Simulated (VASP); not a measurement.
# H2Os3 (P-6m2) in VASP: further runs

Runs on H2Os3. Level: PBE. Tasks: single point.

Everything below comes from runs of VASP 6.6.1. Logs are shortened: lines on timing, memory, paths and dates and some standing lists are left out, and cuts for length are marked.

## Step 1: The cell of the first run

Symmetry: P-6m2, No. 187, hexagonal system. Conventional cell: a = 2.868 Å, b = 2.868 Å, c = 6.971 Å, α = 90.00°, β = 90.00°, γ = 120.00°. Within 2.4 Å of H (site symmetry 3m) lie 6 Os at 1.83 to 2.18 Å. Os (site symmetry 3m) has 3 H at 1.83 Å within 2.4 Å. Within 2.9 Å of Os (site symmetry -6m2) lie 6 H at 2.18 Å and 12 Os at 2.76 to 2.87 Å.

The cell was generated, and may not be a known phase.

## Step 2: Single point, PBE, collinear spin

Input file INCAR:

```
SYSTEM = H2Os3
PREC = Accurate
ENCUT = 560
EDIFF = 1E-6
ISMEAR = 0
SIGMA = 0.1
LREAL = .False.
LASPH = .True.
NELM = 200
ALGO = Normal
ISIF = 2
LWAVE = .False.
LCHARG = .True.
ISPIN = 2
MAGMOM = 0 0 1 1 1
LORBIT = 11
LMAXMIX = 4
GGA = PE
LELF = .True.
LVHAR = .True.
NBANDS = 37
GGA_COMPAT = .False.
```

Input file KPOINTS:

```
Automatic mesh
0
Gamma
  6 6 4
  0 0 0
```

Input file POSCAR:

```
H2Os3
1.0
    2.8677554458      0.0000000000      0.0000000000
   -1.4338777229      2.4835490679      0.0000000000
    0.0000000000      0.0000000000      6.9706263089
H Os
2 3
Direct
    0.6666666667      0.3333333333      0.2038759151
    0.6666666667      0.3333333333      0.7961240849
    0.0000000000      0.0000000000      0.3172753537
    0.0000000000      0.0000000000      0.6827246463
    0.3333333333      0.6666666667      0.0000000000
```

Potentials or basis: VASP PAW PBE potentials, release 64 (H, Os_sv_GW).

On the command line:

```console
$ cat potpaw_PBE.64/H/POTCAR potpaw_PBE.64/Os_sv_GW/POTCAR > POTCAR
$ mpirun -np 1 vasp_std > vasp.out
```

OUTCAR:

```text
SYSTEM = H2Os3
   PREC = Accurate
   ENCUT = 560
   EDIFF = 1E-6
   ISMEAR = 0
   LREAL = .False.
   LASPH = .True.
   NELM = 200
   ISIF = 2
   ISPIN = 2
   LORBIT = 11
   GGA = PE

 ion  position               nearest neighbor table
   1  0.667  0.333  0.204-   3 1.83   3 1.83   3 1.83
   2  0.667  0.333  0.796-   4 1.83   4 1.83   4 1.83
   3  0.000  0.000  0.317-   1 1.83   1 1.83   1 1.83   4 2.55   5 2.76   5 2.76   5 2.76
   4  0.000  0.000  0.683-   2 1.83   2 1.83   2 1.83   3 2.55   5 2.76   5 2.76   5 2.76
   5  0.333  0.667  0.000-   3 2.76   4 2.76   3 2.76   4 2.76   3 2.76   4 2.76

  LATTYP: Found a hexagonal cell.
 ALAT       =     2.8677554458
 C/A-ratio  =     2.4306906362

  Lattice vectors:

 A1 = (   2.8677554458,   0.0000000000,   0.0000000000)
 A2 = (  -1.4338777229,   2.4835490679,   0.0000000000)
 A3 = (   0.0000000000,   0.0000000000,   6.9706263089)

Analysis of symmetry for initial positions (statically):
=====================================================================
 Subroutine PRICEL returns:
 Original cell was already a primitive cell.

 Routine SETGRP: Setting up the symmetry group for a
 hexagonal supercell.

 Subroutine GETGRP returns: Found 12 space group operations
 (whereof 12 operations were pure point group operations)
 out of a pool of 24 trial point group operations.

The static configuration has the point symmetry D_3h.

Analysis of symmetry for dynamics (positions and initial velocities):
=====================================================================
 Subroutine PRICEL returns:
 Original cell was already a primitive cell.

 Routine SETGRP: Setting up the symmetry group for a
 hexagonal supercell.

 Subroutine GETGRP returns: Found 12 space group operations
 (whereof 12 operations were pure point group operations)
 out of a pool of 24 trial point group operations.

The dynamic configuration has the point symmetry D_3h.

Analysis of structural, dynamic, and magnetic symmetry:
=====================================================================
 Subroutine PRICEL returns:
 Original cell was already a primitive cell.

 Routine SETGRP: Setting up the symmetry group for a
 hexagonal supercell.

 Subroutine GETGRP returns: Found 12 space group operations
 (whereof 12 operations were pure point group operations)
 out of a pool of 24 trial point group operations.

The overall configuration has the point symmetry D_3h.

 Subroutine INISYM returns: Found 12 space group operations
 (whereof 12 operations are pure point group operations),
 and found     1 'primitive' translations

----------------------------------------------------------------------------------------

                                     Primitive cell

  volume of cell :      49.6463

  direct lattice vectors                    reciprocal lattice vectors
     2.867755446  0.000000000  0.000000000     0.348704769  0.201324792  0.000000000
    -1.433877723  2.483549068  0.000000000     0.000000000  0.402649584  0.000000000
     0.000000000  0.000000000  6.970626309     0.000000000  0.000000000  0.143459132

  length of vectors
     2.867755446  2.867755446  6.970626309     0.402649584  0.402649584  0.143459132

  position of ions in fractional coordinates (direct lattice)
     0.666666667  0.333333333  0.203875915
     0.666666667  0.333333333  0.796124085
     0.000000000  0.000000000  0.317275354
     0.000000000  0.000000000  0.682724646
     0.333333333  0.666666667  0.000000000

  ion indices of the primitive-cell ions
   primitive index   ion index
                 1           1
                 2           2
                 3           3
                 4           4
                 5           5

----------------------------------------------------------------------------------------

 KPOINTS: Automatic mesh

Automatic generation of k-mesh.
 Grid dimensions read from file:
 generate k-points for:    6    6    4

 Generating k-lattice:

  Cartesian coordinates                     Fractional coordinates (reciprocal lattice)
     0.058117461  0.033554132  0.000000000     0.166666667  0.000000000  0.000000000
     0.000000000  0.067108264  0.000000000     0.000000000  0.166666667  0.000000000
     0.000000000  0.000000000  0.035864783     0.000000000  0.000000000  0.250000000

  Length of vectors
     0.067108264  0.067108264  0.035864783

  Shift w.r.t. Gamma in fractional coordinates (k-lattice)
     0.000000000  0.000000000  0.000000000

 Subroutine IBZKPT returns following result:
 ===========================================

 Found     21 irreducible k-points:

 Following reciprocal coordinates:
            Coordinates               Weight
  0.000000  0.000000  0.000000      1.000000
  0.166667 -0.000000  0.000000      6.000000
  0.333333 -0.000000  0.000000      6.000000
  0.500000 -0.000000  0.000000      3.000000
  0.166667  0.166667  0.000000      6.000000
  0.333333  0.166667  0.000000     12.000000
[... 13 lines left out ...]
  0.333333  0.166667  0.500000     12.000000
  0.333333  0.333333  0.500000      2.000000
   k-points           NKPTS =     21   k-points in BZ     NKDIM =     21   number of bands    NBANDS=     37
   number of dos      NEDOS =    301   number of ions     NIONS =      5
   total plane-waves  NPLWV =  31104
   dimension x,y,z NGX =    24 NGY =   24 NGZ =   54
   dimension x,y,z NGXF=    48 NGYF=   48 NGZF=  108
   ions per type =               2   3
   NGX,Y,Z   is equivalent  to a cutoff of  13.91, 13.91, 12.88 a.u.
   NGXF,Y,Z  is equivalent  to a cutoff of  27.83, 27.83, 25.76 a.u.
 SYSTEM =  H2Os3
   PREC   = accura    normal or accurate (medium, high low for compatibility)
   ISTART =      0    job   : 0-new  1-cont  2-samecut
   ICHARG =      2    charge: 1-file 2-atom 10-const
   ISPIN  =      2    spin polarized calculation?
   LNONCOLLINEAR =      F non collinear calculations
   LSORBIT =      F    spin-orbit coupling
   LASPH  =      T    aspherical Exc in radial PAW
   ENCUT  =  560.0 eV  41.16 Ry    6.42 a.u.   5.53  5.53 13.45*2*pi/ulx,y,z
   NELM   =    200;   NELMIN=  2; NELMDL= -5     # of ELM steps
   EDIFF  = 0.1E-05   stopping-criterion for ELM
   LREAL  =      F    real-space projection
[... 7 lines left out ...]
   TEBEG  =    0.0;   TEEND  =   0.0 temperature during run
   PSTRESS=    0.0 pullay stress
   NELECT =      50.0000    total number of electrons
   NUPDOWN=      -1.0000    fix difference up-down
   EMIN   =  10.00;   EMAX   =-10.00  energy-range for DOS
   EFERMI =   0.00;   METHOD = LEGACY
   ISMEAR =     0;   SIGMA  =   0.10  broadening in eV -4-tet -1-fermi 0-gaus
   EFERMI_NEDOS =   21; number of points for ismear=-14 and -15
   IALGO  =     38    algorithm
   IMIX   =      4    mixing-type and parameters
     AMIX     =   0.40;   BMIX     =  1.00
     AMIX_MAG =   1.60;   BMIX_MAG =  1.00
  volume/ion in A,a.u.               =       9.93        67.01
  Fermi-wavevector in a.u.,A,eV,Ry     =   1.640977  3.100998 36.637863  2.692807
  Thomas-Fermi vector in A             =   2.731525
   LORBIT       =     11    0 simple, 1 ext, 2 COOP (PROOUT), +10 PAW based schemes
   GGA     = PE    functional components
   LHFCALC =     F    Hartree Fock is set to
   AEXX    =    0.0000 exact exchange contribution
   IVDW    =     0    specifies the selected vdW correction
   LEPSILON=     F    determine dielectric tensor
   LRPA    =     F    only Hartree local field effects (RPA)
 spin polarized calculation
 Gauss-broadening in eV      SIGMA  =   0.10
  energy-cutoff  :      560.00
  volume of cell :       49.65
 maximum number of plane-waves:      1515
 NGX is ok and might be reduce to    24
   NGX = 11   NGY = 11   NGZ = 27

 number of electron      49.9999998 magnetization      -0.0015429

 number of electron      49.9999998 magnetization       0.0025955

 Free energy of the ion-electron system (eV)
  ---------------------------------------------------
  ext. energy  EPLUGINS =         0.00000000
  ---------------------------------------------------
  free energy    TOTEN  =       -41.11086972 eV

  energy without entropy =      -41.09310239  energy(sigma->0) =      -41.10198605

 E-fermi :  11.9943     XC(G=0): -13.8772

 val. band max:       11.9924818669   @ k =   0.3333  -0.0000   0.2500
 cond. band min:      12.0035045527   @ k =   0.1667   0.1667   0.5000
 fundamental gap:      0.0110226858
 Fermi energy:        11.9943170587

 spin component 1

 k-point     1 :       0.0000    0.0000    0.0000
  band No.  band energies     occupation
      1     -74.8486      1.00000
      2     -74.5252      1.00000
      3     -74.4919      1.00000
      4     -34.4714      1.00000
      5     -34.1786      1.00000
      6     -33.9706      1.00000
[... 29 lines left out ...]
     36      27.8809      0.00000
     37      28.7262      0.00000
[... 768 lines left out ...]
      6     -34.3237      1.00000
[... 29 lines left out ...]
     36      23.7881      0.00000
     37      23.9197      0.00000
 Fermi energy:        11.9943170587

 spin component 2

 k-point     1 :       0.0000    0.0000    0.0000
  band No.  band energies     occupation
      1     -74.8484      1.00000
      2     -74.5251      1.00000
      3     -74.4917      1.00000
      4     -34.4711      1.00000
      5     -34.1784      1.00000
      6     -33.9702      1.00000
[... 29 lines left out ...]
     36      27.8814      0.00000
     37      28.7268      0.00000
[... 798 lines left out ...]
     36      23.7887      0.00000
     37      23.9201      0.00000

------------------------ aborting loop because EDIFF is reached ----------------------------------------

  FORCE on cell =-STRESS in cart. coord.  units (eV):
  Direction    XX          YY          ZZ          XY          YZ          ZX
  --------------------------------------------------------------------------------------
  -------------------------------------------------------------------------------------
  Total       -0.3887723     -0.3887723     -0.3542939      0.0000000      0.0000000      0.0000000
  in kB      -12.5464033    -12.5464033    -11.4337225      0.0000000      0.0000000      0.0000000
  external PRESSURE =     -12.1755097 kB  Pullay stress =       0.0000000 kB

 VOLUME and BASIS-vectors are now :
 -----------------------------------------------------------------------------
  energy-cutoff  :      560.00
  volume of cell :       49.65
      direct lattice vectors                 reciprocal lattice vectors
     2.867755446  0.000000000  0.000000000     0.348704769  0.201324792  0.000000000
    -1.433877723  2.483549068  0.000000000     0.000000000  0.402649584  0.000000000
     0.000000000  0.000000000  6.970626309     0.000000000  0.000000000  0.143459132

 POSITION                                       TOTAL-FORCE (eV/Angst)
 -----------------------------------------------------------------------------------
      1.43388      0.82785      1.42114         0.000000     -0.000000     -0.005008
      1.43388      0.82785      5.54948         0.000000     -0.000000      0.005008
      0.00000      0.00000      2.21161         0.000000     -0.000000      0.013962
      0.00000      0.00000      4.75902         0.000000     -0.000000     -0.013962
     -0.00000      1.65570      0.00000        -0.000000      0.000000      0.000000
 -----------------------------------------------------------------------------------
    total drift:                                0.000001     -0.000000     -0.000000

  FREE ENERGIE OF THE ION-ELECTRON SYSTEM (eV)
  ---------------------------------------------------
  free  energy   TOTEN  =       -41.1108697210 eV

  energy  without entropy=      -41.0931023862  energy(sigma->0) =      -41.10198605

 total charge

# of ion       s       p       d       f       tot
--------------------------------------------------
    1        0.517   0.060   0.000   0.000   0.578
    2        0.517   0.060   0.000   0.000   0.578
    3        3.338   6.087   5.280   0.141  14.845
    4        3.338   6.087   5.280   0.141  14.845
    5        3.267   6.085   5.240   0.140  14.733
--------------------------------------------------
tot         10.977  18.379  15.800   0.423  45.579

 magnetization (x)

# of ion       s       p       d       f       tot
--------------------------------------------------
    1       -0.000   0.000   0.000   0.000  -0.000
    2       -0.000   0.000   0.000   0.000  -0.000
    3        0.000   0.000   0.000   0.000   0.000
    4        0.000   0.000   0.000   0.000   0.000
    5        0.000   0.000   0.000   0.000   0.000
--------------------------------------------------
tot          0.000   0.000   0.001   0.000   0.001
```

Run time: 54 s. Hardware: 1 thread of AMD EPYC 9R45 (Zen 5), shared host; peak memory 0.21 GiB.

What came out:

```yaml
Free_energy: -41.1109 eV
Pressure: -1.2 GPa
Largest_force: 0.014 eV/Å
Band_gap_on_the_k_mesh: zero (filled and empty bands overlap)
Net_moment: 0.00 μB per cell
Valence_electrons_inside_the_program's_atomic_spheres: H 0.58; Os 14.85, 14.73 (each value once)
```

Forces on the atoms (eV/Å):
```
H    0.000  0.000 -0.005
H    0.000  0.000  0.005
Os   0.000  0.000  0.014
Os   0.000  0.000 -0.014
Os   0.000  0.000  0.000
```

Stress tensor (GPa, compression positive):
```
-1.25  0.00  0.00
 0.00 -1.25  0.00
 0.00  0.00 -1.14
```

Levels at points of the mesh, in eV from the Fermi level:
Spin up:
```tsv
k point	band 22	band 23	band 24	band 25	band 26	band 27	band 28	band 29
(0.00, 0.00, 0.00)	-2.96	-2.70	-2.70	-0.93	-0.93	-0.55	-0.55	1.27
(0.50, 0.00, 0.00)	-2.17	-0.22	1.11	1.34	1.51	1.54	1.87	2.33
(0.00, 0.00, 0.50)	-2.70	-2.38	-2.38	-1.71	-1.71	0.39	0.39	0.89
(0.50, 0.00, 0.50)	-0.86	-0.63	0.19	0.91	1.17	1.41	1.68	2.65
```
Spin down:
```
           k point  band 21  band 22  band 23  band 24  band 25  band 26  band 27  band 28  band 29  band 30
(0.00, 0.00, 0.00)    -3.09    -2.96    -2.70    -2.70    -0.93    -0.93    -0.55    -0.55     1.28     1.28
(0.50, 0.00, 0.00)    -3.03    -2.17    -0.22     1.11     1.34     1.51     1.54     1.87     2.33     2.86
(0.00, 0.00, 0.50)    -3.03    -2.70    -2.38    -2.38    -1.71    -1.71     0.40     0.40     0.89     0.89
(0.50, 0.00, 0.50)    -1.92    -0.86    -0.63     0.19     0.91     1.17     1.41     1.68     2.65     3.70
```

Caveat: the k points lie up to 0.42 Å⁻¹ apart, too coarse for converged energies and pressures of a metal; spin-orbit coupling is left out, which moves the levels of the heavy elements.

## Step 3: Single point, PBE

This run uses another cell than the first one, of 9.86 Å³/atom.

Input file INCAR:

```
SYSTEM = H2Os3
  PREC = Accurate
  ENCUT = 560
  EDIFF = 1E-6
  ISMEAR = 0
  SIGMA = 0.1
  LREAL = .False.
  LASPH = .True.
  NELM = 120
  ALGO = Normal
  ISIF = 2
  LWAVE = .False.
  LCHARG = .False.
  GGA = PE
  NBANDS = 33
  GGA_COMPAT = .False.
```

Input file KPOINTS:

```
regular mesh
0
Gamma
  18 18 6
  0 0 0
```

Input file POSCAR:

```
H2Os3
1.0
    2.8428668012      0.0000000000      0.0000000000
   -1.4214334006      2.4619948694      0.0000000000
    0.0000000000      0.0000000000      7.0411633263
H Os
2 3
Direct
    0.6666666667      0.3333333333      0.1925423906
    0.6666666667      0.3333333333      0.8074576094
    0.0000000000      0.0000000000      0.3209671784
    0.0000000000      0.0000000000      0.6790328216
    0.3333333333      0.6666666667      0.0000000000
```

Potentials or basis: VASP PAW PBE potentials, release 64 (H, Os_sv_GW).

On the command line:

```console
$ cat potpaw_PBE.64/H/POTCAR potpaw_PBE.64/Os_sv_GW/POTCAR > POTCAR
$ mpirun -np 1 vasp_std > vasp.out
```

OUTCAR:

```text
SYSTEM = H2Os3
   PREC = Accurate
   ENCUT = 560
   EDIFF = 1E-6
   ISMEAR = 0
   LREAL = .False.
   LASPH = .True.
   NELM = 120
   ISIF = 2
   GGA = PE

 ion  position               nearest neighbor table
   1  0.667  0.333  0.193-   3 1.87   3 1.87   3 1.87
   2  0.667  0.333  0.807-   4 1.87   4 1.87   4 1.87
   3  0.000  0.000  0.321-   1 1.87   1 1.87   1 1.87   4 2.52   5 2.79   5 2.79   5 2.79
   4  0.000  0.000  0.679-   2 1.87   2 1.87   2 1.87   3 2.52   5 2.79   5 2.79   5 2.79
   5  0.333  0.667  0.000-   3 2.79   4 2.79   3 2.79   4 2.79   3 2.79   4 2.79

[... 1069 lines left out ...]
  -------------------------------------------------------------------------------------
  Total       -0.3711106     -0.3711106     -0.3594145      0.0000000      0.0000000     -0.0000000
  in kB      -12.0649597    -12.0649597    -11.6847159      0.0000000      0.0000000     -0.0000000
  external PRESSURE =     -11.9382117 kB  Pullay stress =       0.0000000 kB

 VOLUME and BASIS-vectors are now :
 -----------------------------------------------------------------------------
  energy-cutoff  :      560.00
  volume of cell :       49.28
      direct lattice vectors                 reciprocal lattice vectors
     2.842866801  0.000000000  0.000000000     0.351757599  0.203087344  0.000000000
    -1.421433401  2.461994869  0.000000000     0.000000000  0.406174689  0.000000000
     0.000000000  0.000000000  7.041163326     0.000000000  0.000000000  0.142021986

 POSITION                                       TOTAL-FORCE (eV/Angst)
 -----------------------------------------------------------------------------------
      1.42143      0.82066      1.35572         0.000000      0.000000     -0.003445
      1.42143      0.82066      5.68544         0.000000     -0.000000      0.003445
      0.00000      0.00000      2.25998         0.000000      0.000000      0.015755
      0.00000      0.00000      4.78118         0.000000      0.000000     -0.015755
     -0.00000      1.64133      0.00000        -0.000000      0.000000      0.000000
 -----------------------------------------------------------------------------------
    total drift:                                0.000001     -0.000000     -0.000000

  FREE ENERGIE OF THE ION-ELECTRON SYSTEM (eV)
  ---------------------------------------------------
  free  energy   TOTEN  =       -41.1367376120 eV

  energy  without entropy=      -41.1227924586  energy(sigma->0) =      -41.12976504
```

Run time: 3.5 min. Hardware: 1 thread of Intel Xeon Platinum 8375C at 2.90GHz (Ice Lake), shared host; peak memory 0.35 GiB.

What came out:

- Free energy: -41.1367 eV
- Pressure: -1.2 GPa
- Largest force: 0.016 eV/Å
- Band gap on the k mesh: zero (bands 25 and 26 overlap by 3.05 eV)

Forces on the atoms (eV/Å):
```
H    0.000  0.000 -0.003
H    0.000  0.000  0.003
Os   0.000  0.000  0.016
Os   0.000  0.000 -0.016
Os   0.000  0.000  0.000
```

Levels at points of the mesh, in eV from the Fermi level:
```
           k point  band 21  band 22  band 23  band 24  band 25  band 26  band 27  band 28  band 29  band 30
(0.00, 0.00, 0.00)    -3.02    -3.02    -2.76    -2.76    -0.90    -0.90    -0.69    -0.69     1.17     1.17
(0.50, 0.00, 0.00)    -3.06    -2.23    -0.49     1.22     1.35     1.60     1.62     1.81     2.40     2.84
(0.00, 0.00, 0.50)    -3.31    -3.04    -2.41    -2.41    -1.69    -1.69     0.24     0.24     0.84     0.84
(0.50, 0.00, 0.50)    -2.23    -0.91    -0.60     0.02     0.91     1.27     1.48     1.74     2.73     3.79
```

Caveat: spin-orbit coupling is left out, which moves the levels of the heavy elements.
